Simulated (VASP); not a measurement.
# K3Cl2 (R-3c) in VASP: single point with PBE

Aim: the single point of K3Cl2 with PBE.

All numbers are computed with VASP 6.6.1; they aren't measurements. Logs are shortened: lines on timing, memory, paths and dates and some standing lists are left out, and cuts for length are marked.

**1. The cell of the first run**

Symmetry: R-3c, No. 167, trigonal system. Conventional cell: a = 7.863 Å, b = 7.863 Å, c = 23.134 Å, α = 90.00°, β = 90.00°, γ = 120.00°. K (site symmetry 2) has 4 Cl at 3.23 to 3.24 Å and 2 K at 4.37 Å within 4.4 Å. Within 4.3 Å of Cl (site symmetry 3) lie 6 K at 3.23 to 3.24 Å and 1 Cl at 4.08 Å.

**2. Single point, PBE**

INCAR

```
PREC = Accurate
ENCUT = 500
EDIFF = 1E-6
ISMEAR = 0
SIGMA = 0.1
LREAL = False
LASPH = True
NELM = 120
ALGO = Normal
ISIF = 2
LWAVE = False
LCHARG = False
GGA = PE
NBANDS = 52
GGA_COMPAT = False
```

KPOINTS

```
Automatic mesh
0
Gamma
  6 6 6
```

POSCAR

```
K3Cl2
1.0
    3.9315747907      2.2698957638      7.7112170583
   -3.9315747907      2.2698957638      7.7112170583
    0.0000000000     -4.5397915275      7.7112170583
K Cl
6 4
Direct
    0.5705321264      0.9294678736      0.2500000000
    0.2500000000      0.5705321264      0.9294678736
    0.9294678736      0.2500000000      0.5705321264
    0.4294678736      0.0705321264      0.7500000000
    0.7500000000      0.4294678736      0.0705321264
    0.0705321264      0.7500000000      0.4294678736
    0.3381766345      0.3381766345      0.3381766345
    0.1618233655      0.1618233655      0.1618233655
    0.6618233655      0.6618233655      0.6618233655
    0.8381766345      0.8381766345      0.8381766345
```

Potentials or basis: VASP PAW PBE potentials, release 64 (K_sv, Cl).

Command:

```console
cat potpaw_PBE.64/K_sv/POTCAR potpaw_PBE.64/Cl/POTCAR > POTCAR
mpirun -np 1 vasp_std > vasp.out
```

OUTCAR:

```text
PREC = Accurate
   ENCUT = 500
   EDIFF = 1E-6
   ISMEAR = 0
   LREAL = False
   LASPH = True
   NELM = 120
   ISIF = 2
   GGA = PE

 ion  position               nearest neighbor table
   1  0.571  0.929  0.250-   9 3.23  10 3.23
   2  0.250  0.571  0.929-  10 3.23   9 3.23
   3  0.929  0.250  0.571-   9 3.23  10 3.23
   4  0.429  0.071  0.750-   7 3.23   8 3.23
   5  0.750  0.429  0.071-   8 3.23   7 3.23
   6  0.071  0.750  0.429-   7 3.23   8 3.23
   7  0.338  0.338  0.338-   6 3.23   4 3.23   5 3.23
   8  0.162  0.162  0.162-   5 3.23   4 3.23   6 3.23
   9  0.662  0.662  0.662-   3 3.23   1 3.23   2 3.23
  10  0.838  0.838  0.838-   2 3.23   1 3.23   3 3.23

  LATTYP: Found a trigonal (rhomboedric) cell.
 ALAT       =     8.9483280915
 COS(alpha) =     0.6139182432

  Lattice vectors:

 A1 = (   3.9315747907,   2.2698957638,   7.7112170583)
 A2 = (  -3.9315747907,   2.2698957638,   7.7112170583)
 A3 = (   0.0000000000,  -4.5397915275,   7.7112170583)

Analysis of symmetry for initial positions (statically):
=====================================================================
 Subroutine PRICEL returns:
 Original cell was already a primitive cell.

 Routine SETGRP: Setting up the symmetry group for a
 trigonal (rhombohedral) supercell.

 Subroutine GETGRP returns: Found 12 space group operations
 (whereof  6 operations were pure point group operations)
 out of a pool of 12 trial point group operations.

The static configuration has the point symmetry S_6 .
 The point group associated with its full space group is D_3d.

Analysis of symmetry for dynamics (positions and initial velocities):
=====================================================================
 Subroutine PRICEL returns:
 Original cell was already a primitive cell.

 Routine SETGRP: Setting up the symmetry group for a
 trigonal (rhombohedral) supercell.

 Subroutine GETGRP returns: Found 12 space group operations
 (whereof  6 operations were pure point group operations)
 out of a pool of 12 trial point group operations.

The dynamic configuration has the point symmetry S_6 .
 The point group associated with its full space group is D_3d.

 Subroutine INISYM returns: Found 12 space group operations
 (whereof  6 operations are pure point group operations),
 and found     1 'primitive' translations

----------------------------------------------------------------------------------------

                                     Primitive cell

  volume of cell :     412.9017

  direct lattice vectors                    reciprocal lattice vectors
     3.931574791  2.269895764  7.711217058     0.127175503  0.073424811  0.043227072
    -3.931574791  2.269895764  7.711217058    -0.127175503  0.073424811  0.043227072
     0.000000000 -4.539791528  7.711217058     0.000000000 -0.146849621  0.043227072

  length of vectors
     8.948328092  8.948328092  8.948328092     0.153079688  0.153079688  0.153079688

  position of ions in fractional coordinates (direct lattice)
     0.570532126  0.929467874  0.250000000
     0.250000000  0.570532126  0.929467874
     0.929467874  0.250000000  0.570532126
     0.429467874  0.070532126  0.750000000
     0.750000000  0.429467874  0.070532126
     0.070532126  0.750000000  0.429467874
     0.338176635  0.338176635  0.338176635
     0.161823365  0.161823365  0.161823365
     0.661823365  0.661823365  0.661823365
     0.838176635  0.838176635  0.838176635

  ion indices of the primitive-cell ions
   primitive index   ion index
                 1           1
                 2           2
                 3           3
                 4           4
                 5           5
                 6           6
                 7           7
                 8           8
                 9           9
                10          10

----------------------------------------------------------------------------------------

 KPOINTS: Automatic mesh

Automatic generation of k-mesh.
 Grid dimensions read from file:
 generate k-points for:    6    6    6

 Generating k-lattice:

  Cartesian coordinates                     Fractional coordinates (reciprocal lattice)
     0.021195917  0.012237468  0.007204512     0.166666667  0.000000000  0.000000000
    -0.021195917  0.012237468  0.007204512     0.000000000  0.166666667  0.000000000
     0.000000000 -0.024474937  0.007204512    -0.000000000 -0.000000000  0.166666667

  Length of vectors
     0.025513281  0.025513281  0.025513281

  Shift w.r.t. Gamma in fractional coordinates (k-lattice)
     0.000000000  0.000000000  0.000000000

 Subroutine IBZKPT returns following result:
 ===========================================

 Found     32 irreducible k-points:

 Following reciprocal coordinates:
            Coordinates               Weight
  0.000000  0.000000  0.000000      1.000000
  0.166667  0.000000 -0.000000      6.000000
  0.333333  0.000000 -0.000000      6.000000
  0.500000  0.000000  0.000000      3.000000
  0.166667  0.166667 -0.000000      6.000000
  0.333333  0.166667  0.000000     12.000000
[... 16 lines left out ...]
  0.500000  0.500000  0.166667      6.000000
 -0.333333  0.500000  0.166667     12.000000
 [... further k-points ...]
   k-points           NKPTS =     32   k-points in BZ     NKDIM =     32   number of bands    NBANDS=     52
   number of dos      NEDOS =    301   number of ions     NIONS =     10
   total plane-waves  NPLWV = 343000
   dimension x,y,z NGX =    70 NGY =   70 NGZ =   70
   dimension x,y,z NGXF=   140 NGYF=  140 NGZF=  140
   ions per type =               6   4
   NGX,Y,Z   is equivalent  to a cutoff of  13.00, 13.00, 13.00 a.u.
   NGXF,Y,Z  is equivalent  to a cutoff of  26.01, 26.01, 26.01 a.u.
 SYSTEM =  unknown system
   PREC   = accura    normal or accurate (medium, high low for compatibility)
   ISTART =      0    job   : 0-new  1-cont  2-samecut
   ICHARG =      2    charge: 1-file 2-atom 10-const
   ISPIN  =      1    spin polarized calculation?
   LNONCOLLINEAR =      F non collinear calculations
   LSORBIT =      F    spin-orbit coupling
   LASPH  =      T    aspherical Exc in radial PAW
   ENCUT  =  500.0 eV  36.75 Ry    6.06 a.u.  16.31 16.31 16.31*2*pi/ulx,y,z
   NELM   =    120;   NELMIN=  2; NELMDL= -5     # of ELM steps
   EDIFF  = 0.1E-05   stopping-criterion for ELM
   LREAL  =      F    real-space projection
[... 7 lines left out ...]
   TEBEG  =    0.0;   TEEND  =   0.0 temperature during run
   PSTRESS=    0.0 pullay stress
   NELECT =      82.0000    total number of electrons
   NUPDOWN=      -1.0000    fix difference up-down
   EMIN   =  10.00;   EMAX   =-10.00  energy-range for DOS
   EFERMI =   0.00;   METHOD = LEGACY
   ISMEAR =     0;   SIGMA  =   0.10  broadening in eV -4-tet -1-fermi 0-gaus
   EFERMI_NEDOS =   21; number of points for ismear=-14 and -15
   IALGO  =     38    algorithm
   IMIX   =      4    mixing-type and parameters
     AMIX     =   0.40;   BMIX     =  1.00
     AMIX_MAG =   1.60;   BMIX_MAG =  1.00
  volume/ion in A,a.u.               =      41.29       278.64
  Fermi-wavevector in a.u.,A,eV,Ry     =   0.955133  1.804940 12.412313  0.912279
  Thomas-Fermi vector in A             =   2.083943
   LORBIT       =      0    0 simple, 1 ext, 2 COOP (PROOUT), +10 PAW based schemes
   GGA     = PE    functional components
   LHFCALC =     F    Hartree Fock is set to
   AEXX    =    0.0000 exact exchange contribution
   IVDW    =     0    specifies the selected vdW correction
   LEPSILON=     F    determine dielectric tensor
   LRPA    =     F    only Hartree local field effects (RPA)
 non-spin polarized calculation
 Gauss-broadening in eV      SIGMA  =   0.10
  energy-cutoff  :      500.00
  volume of cell :      412.90
 maximum number of plane-waves:     10510
 NGX is ok and might be reduce to    70
   NGX = 33   NGY = 33   NGZ = 33

 number of electron      82.0000001 magnetization

 Free energy of the ion-electron system (eV)
  ---------------------------------------------------
  ext. energy  EPLUGINS =         0.00000000
  ---------------------------------------------------
  free energy    TOTEN  =       -28.18391570 eV

  energy without entropy =      -28.16211184  energy(sigma->0) =      -28.17301377

 E-fermi :   1.7723     XC(G=0):  -6.7148

 val. band max:        1.7707371496   @ k =  -0.3333   0.3333   0.1667
 cond. band min:       1.7748303848   @ k =  -0.3333   0.5000   0.1667
 fundamental gap:      0.0040932352
 Fermi energy:         1.7723430916

 k-point     1 :       0.0000    0.0000    0.0000
  band No.  band energies     occupation
      1     -30.4449      2.00000
      2     -30.4399      2.00000
      3     -30.4371      2.00000
      4     -30.4371      2.00000
      5     -30.4367      2.00000
      6     -30.4367      2.00000
[... 44 lines left out ...]
     51       5.1282      0.00000
     52       5.3725      0.00000

 k-point     2 :       0.1667    0.0000   -0.0000
  band No.  band energies     occupation
      1     -30.4444      2.00000
      2     -30.4397      2.00000
      3     -30.4376      2.00000
      4     -30.4373      2.00000
      5     -30.4368      2.00000
      6     -30.4368      2.00000
[... 44 lines left out ...]
     51       5.2017      0.00000
     52       5.3948      0.00000

 k-point     3 :       0.3333    0.0000   -0.0000
  band No.  band energies     occupation
      1     -30.4429      2.00000
      2     -30.4395      2.00000
      3     -30.4383      2.00000
      4     -30.4375      2.00000
      5     -30.4372      2.00000
      6     -30.4371      2.00000
[... 44 lines left out ...]
     51       5.1119      0.00000
     52       5.1932      0.00000
[... 1046 lines left out ...]
 k-point    23 :       0.5000    0.5000    0.1667
  band No.  band energies     occupation
      1     -30.4417      2.00000
      2     -30.4403      2.00000
      3     -30.4386      2.00000
      4     -30.4380      2.00000
      5     -30.4373      2.00000
      6     -30.4366      2.00000
[... 44 lines left out ...]
     51       4.8817      0.00000
     52       5.2134      0.00000

 k-point    24 :      -0.3333    0.5000    0.1667
  band No.  band energies     occupation
      1     -30.4407      2.00000
      2     -30.4400      2.00000
      3     -30.4391      2.00000
      4     -30.4385      2.00000
      5     -30.4374      2.00000
      6     -30.4368      2.00000
[... 44 lines left out ...]
     51       4.9978      0.00000
     52       5.0316      0.00000

 [... further k-points ...]

------------------------ aborting loop because EDIFF is reached ----------------------------------------

  FORCE on cell =-STRESS in cart. coord.  units (eV):
  Direction    XX          YY          ZZ          XY          YZ          ZX
  --------------------------------------------------------------------------------------
  -------------------------------------------------------------------------------------
  Total       -0.0107265     -0.0107265     -0.0078924      0.0000000     -0.0000000     -0.0000000
  in kB       -0.0416220     -0.0416220     -0.0306249      0.0000000     -0.0000000     -0.0000000
  external PRESSURE =      -0.0379563 kB  Pullay stress =       0.0000000 kB

 VOLUME and BASIS-vectors are now :
 -----------------------------------------------------------------------------
  energy-cutoff  :      500.00
  volume of cell :      412.90
      direct lattice vectors                 reciprocal lattice vectors
     3.931574791  2.269895764  7.711217058     0.127175503  0.073424811  0.043227072
    -3.931574791  2.269895764  7.711217058    -0.127175503  0.073424811  0.043227072
     0.000000000 -4.539791528  7.711217058     0.000000000 -0.146849621  0.043227072

 POSITION                                       TOTAL-FORCE (eV/Angst)
 -----------------------------------------------------------------------------------
     -1.41118      2.26990     13.49463         0.000818     -0.000000     -0.000000
     -1.26020     -2.35707     13.49463        -0.000409      0.000709     -0.000000
      2.67138      0.08717     13.49463        -0.000409     -0.000709     -0.000000
      1.41118     -2.26990      9.63902        -0.000818     -0.000000     -0.000000
      1.26020      2.35707      9.63902         0.000409     -0.000709     -0.000000
     -2.67138     -0.08717      9.63902         0.000409      0.000709     -0.000000
      0.00000      0.00000      7.82326         0.000000      0.000000      0.000558
      0.00000      0.00000      3.74357         0.000000     -0.000000     -0.000558
      0.00000      0.00000     15.31039         0.000000     -0.000000     -0.000558
      0.00000      0.00000     19.39009         0.000000      0.000000      0.000558
 -----------------------------------------------------------------------------------
    total drift:                                0.000000     -0.000000      0.000000

  FREE ENERGIE OF THE ION-ELECTRON SYSTEM (eV)
  ---------------------------------------------------
  free  energy   TOTEN  =       -28.1839156989 eV

  energy  without entropy=      -28.1621118406  energy(sigma->0) =      -28.17301377
```

Run time: 23 min. Hardware: 1 thread of Intel Xeon Platinum 8488C (Sapphire Rapids), shared host; peak memory 0.96 GiB.

Results:

- Free energy: -28.1839 eV
- Pressure: 0.0 GPa
- Band gap on the k mesh: zero (bands 41 and 42 overlap by 0.39 eV)

Levels at points of the mesh, in eV from the Fermi level:
```
           k point  band 38  band 39  band 40  band 41  band 42  band 43  band 44  band 45
(0.00, 0.00, 0.00)    -4.85    -4.80    -4.76    -1.18     0.65     1.50     1.50     1.79
(0.50, 0.00, 0.00)    -4.86    -4.80    -4.80    -0.10    -0.10     1.42     1.42     1.71
(0.50, 0.50, 0.00)    -4.85    -4.82    -4.80    -0.06     0.35     0.61     1.17     1.59
(0.50, 0.50, 0.50)    -4.89    -4.86    -4.86    -0.32    -0.32     1.66     1.66     1.66
```
